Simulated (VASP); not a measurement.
GdSbTe3: relaxation of cell and atoms with PBE

Crystal: GdSbTe3.

```
Gd Sb Te
1.0
     5.12402    0.00000    0.00000
     0.00000    5.12402    0.00000
     0.00000    0.00000    5.12402
Gd Sb Te
1 1 3
Direct
  0.50000 0.50000 0.50000
  0.00000 0.00000 0.00000
  0.50000 0.00000 0.50000
  0.50000 0.50000 0.00000
  0.00000 0.50000 0.50000
```

The cell was generated, and may not be a known phase.

* Program: VASP 6.6.1
* Task: relaxation of cell and atoms
* Functional: PBE
* Potentials or basis: VASP PAW PBE potentials, release 64 (Gd, Sb, Te)
* Cutoff: 600 eV
* k mesh: 4 × 4 × 4
* Occupations: gaussian, width 0.1 eV
* Spin: collinear spin, ferromagnetic start
* Starting moments: [7.0, 0.0, 0.0, 0.0, 0.0] μB
* Dipole correction: no
* Further INCAR settings: ALGO = Normal; EDIFF = 1e-07; IBRION = 2; EDIFFG = -0.04; NSW = 90; ISIF = 3

- Relaxed volume: 39.98 Å³/atom
- Relaxed cell: a = 5.847 Å, b = 5.847 Å, c = 5.847 Å, α = 90.00°, β = 90.00°, γ = 90.00°
- Space group after relaxing (to 0.1 Å): Pm-3m (No. 221)
- Energy gained by relaxing: 821.9 meV/atom
- Ionic steps: 3
- Pressure after relaxing: 0.0 GPa
- Band gap on the k mesh: zero (filled and empty bands overlap)
- Net moment: 6.99 μB per cell
- Site moments: Gd +6.73; Sb +0.32; Te -0.15 μB
- Valence electrons inside the program's atomic spheres: Gd 15.27; Sb 2.17; Te 3.38

The path:
| step | energy change (eV) | largest force (eV/Å) | pressure (GPa) | volume (Å³) |
| --- | --- | --- | --- | --- |
| 1 | 0.0000 | 0.0000 | 28.07 | 134.53 |
| 2 | -2.9665 | 0.0000 | -11.65 | 248.76 |
| 3 | -4.1096 | 0.0000 | -0.03 | 199.88 |

Final structure:
```
Gd Sb Te
1.0
     5.84685    0.00000    0.00000
     0.00000    5.84685    0.00000
     0.00000    0.00000    5.84685
Gd Sb Te
1 1 3
Direct
  0.50000 0.50000 0.50000
  0.00000 0.00000 0.00000
  0.50000 0.00000 0.50000
  0.50000 0.50000 0.00000
  0.00000 0.50000 0.50000
```

Levels at points of the mesh, in eV from the Fermi level:
Spin up:
| k point | band 21 | band 22 | band 23 | band 24 | band 25 | band 26 | band 27 | band 28 |
| --- | --- | --- | --- | --- | --- | --- | --- | --- |
| (0.00, 0.00, 0.00) | -0.39 | -0.34 | -0.34 | -0.34 | 1.18 | 1.18 | 1.18 | 1.67 |
| (0.50, 0.00, 0.00) | -0.99 | -0.76 | -0.70 | 0.15 | 0.15 | 0.20 | 0.20 | 1.75 |
| (0.50, 0.50, 0.00) | -1.45 | -1.45 | -1.04 | -0.71 | 0.63 | 0.79 | 0.79 | 3.68 |
| (0.50, 0.50, 0.50) | -2.24 | 0.51 | 0.51 | 0.51 | 0.66 | 0.66 | 0.66 | 4.45 |
Spin down:
```tsv
k point	band 13	band 14	band 15	band 16	band 17	band 18	band 19	band 20	band 21	band 22
(0.00, 0.00, 0.00)	-0.72	-0.72	-0.41	-0.41	-0.41	1.09	1.09	1.09	1.53	1.65
(0.50, 0.00, 0.00)	-1.81	-1.25	-1.05	-0.28	-0.28	-0.18	0.61	0.61	1.52	1.52
(0.50, 0.50, 0.00)	-1.89	-1.53	-1.53	-1.11	-0.18	0.40	0.97	0.97	1.51	1.51
(0.50, 0.50, 0.50)	-2.12	-2.12	0.43	0.43	0.43	0.99	0.99	0.99	1.48	1.48
```

Run time: 38 min on 1 thread of Intel(R) Xeon(R) Platinum 8488C (Sapphire Rapids) (shared host), peak memory 0.42 GiB.

Caveat: the volume moved by over 15 % at a fixed basis, so the end points are rough; spin-orbit coupling is left out, which moves the levels of the heavy elements; a cell with one magnetic atom can't hold antiferromagnetic order, which such compounds often take; semilocal functionals describe open f shells poorly, which spoils levels, moments and volumes. The state reached can hang on the start; a lower one may exist.
